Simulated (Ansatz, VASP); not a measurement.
SrO in VASP and in Ansatz

The input INCAR:

```
ALGO     = Normal         # electronic algorithm
EDIFF    = 1E-7           # SCF threshold, eV
ENCUT    = 520            # plane-wave cutoff, eV
GGA      = PE             # functional
ISIF     = 2              # what is computed and relaxed
ISMEAR   = 0              # smearing method
LASPH    = True           # aspherical terms in the spheres
LCHARG   = False          # write CHGCAR
LREAL    = False          # projectors in reciprocal space
LWAVE    = False          # write WAVECAR
NBANDS   = 15             # bands
NELM     = 100            # most SCF steps
PREC     = Accurate       # precision mode
SIGMA    = 0.05           # smearing width, eV
```

The input KPOINTS:

```
k-points
0
Gamma
  8 8 8
```

POSCAR

```
SrO
1.0
    0.0000000000      2.6340450000      2.5055550000
    2.6340450000      0.0000000000      2.5055550000
    2.6340450000      2.6340450000      0.0000000000
Sr O
1 1
Direct
    0.0000000000      0.0000000000      0.0000000000
    0.5000000000      0.5000000000      0.5000000000
```

Input for Ansatz:

```yaml
crystal:
  lattice:
    - [0.0, 2.634045, 2.505555]
    - [2.634045, 0.0, 2.505555]
    - [2.634045, 2.634045, 0.0]
  atoms:
    - { symbol: Sr, position: [0.0, 0.0, 0.0] }
    - { symbol: O, position: [0.5, 0.5, 0.5] }
basis:
  ecutwfc: 420
kpoints:
  mp_grid: { grid: [8, 8, 8] }
hamiltonian:
  xc: pbe
scf:
  occupations: { method: gaussian, width: 0.05 }
output:
  forces: true
  stress: true
  eigenvalues: true
```

Change from the starting cell: strain +0.025 along x and y, -0.025 along z, atoms carried along.

Alike in both runs: task single point; functional PBE; k mesh 8 × 8 × 8; occupations gaussian, width 0.05 eV; no spin polarisation.

```csv
,VASP,Ansatz
version,VASP 6.6.1,Ansatz 0.2.0
potentials or method,"VASP PAW PBE potentials, release 64 (Sr_sv, O), cutoff 520 eV","scalar-relativistic, plane waves, PAW"
valence electrons in the cell,16,16
```

|  | VASP | Ansatz | Ansatz less VASP |
| --- | --- | --- | --- |
| gap on the k mesh at the Fermi level (eV) | 3.03 | 3.08 | +0.049 |
| least direct gap on the mesh (eV) | 3.30 | 3.34 | +0.039 |
| pressure (GPa) | 1.7 | 1.2 | -0.54 |
| traceless stress, the component that is largest in VASP (GPa) | 4.62 | 4.37 | -0.252 |
